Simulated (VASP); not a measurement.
Set up this calculation in VASP 6.6.1, as the native input.

```
Task                   : relaxation of cell and atoms
Functional             : PBE
Potentials or basis    : VASP PAW PBE potentials, release 64 (Ti_sv, C)
Cutoff                 : 600 eV
k mesh                 : 14 × 14 × 14
Occupations            : fermi-dirac, width 0.08 eV
Spin                   : no spin polarisation
Target pressure        : 21 GPa
Dipole correction      : no
Further INCAR settings : ALGO = Normal; EDIFF = 1e-07; IBRION = 2; EDIFFG = -0.005; NSW = 60; ISIF = 3
```

The structure of TiC (CsCl type) lies in POSCAR:

```
TiC
1.0
    2.6090596611      0.0000000000      0.0000000000
    0.0000000000      2.6090596611      0.0000000000
    0.0000000000      0.0000000000      2.6090596611
Ti C
1 1
Direct
    0.0000000000      0.0000000000      0.0000000000
    0.5000000000      0.5000000000      0.5000000000
```

These files were run (other wordings do the same):

INCAR

```
PREC = Accurate
ENCUT = 600
EDIFF = 1E-7
ISMEAR = -1
SIGMA = 0.08
LREAL = False
LASPH = True
NELM = 80
ALGO = Normal
ISIF = 3
LWAVE = False
LCHARG = False
GGA = PE
IBRION = 2
NSW = 60
EDIFFG = -0.005
PSTRESS = 210.0
```

KPOINTS

```
regular mesh
0
Gamma
  14 14 14
```

Potentials or basis: VASP PAW PBE potentials, release 64 (Ti_sv, C).

Launch:

```bash
$ cat potpaw_PBE.64/Ti_sv/POTCAR potpaw_PBE.64/C/POTCAR > POTCAR
$ mpirun -np 1 vasp_std > vasp.out
```

It gave:

```json
{
 "Relaxed volume": "9.19 Å³/atom",
 "Relaxed cell": "a = 2.639 Å, b = 2.639 Å, c = 2.639 Å, α = 90.00°, β = 90.00°, γ = 90.00°",
 "Space group after relaxing (to 0.05 Å)": "Pm-3m (No. 221)",
 "Energy change on relaxing (the enthalpy is what falls)": "-50.4 meV/atom",
 "Ionic steps": "4",
 "Pressure after relaxing": "21.1 GPa",
 "Band gap on the k mesh": "zero (band 8 reaches 12.69 eV, above the bottom of band 9 at 10.25 eV)"
}
```

Caveat: the cell is relaxed towards a set pressure, so the enthalpy falls and the energy may rise.

Wall time 60 s on 1 thread of Intel(R) Xeon(R) Platinum 8488C (Sapphire Rapids), on a shared host, peak memory 0.16 GiB.
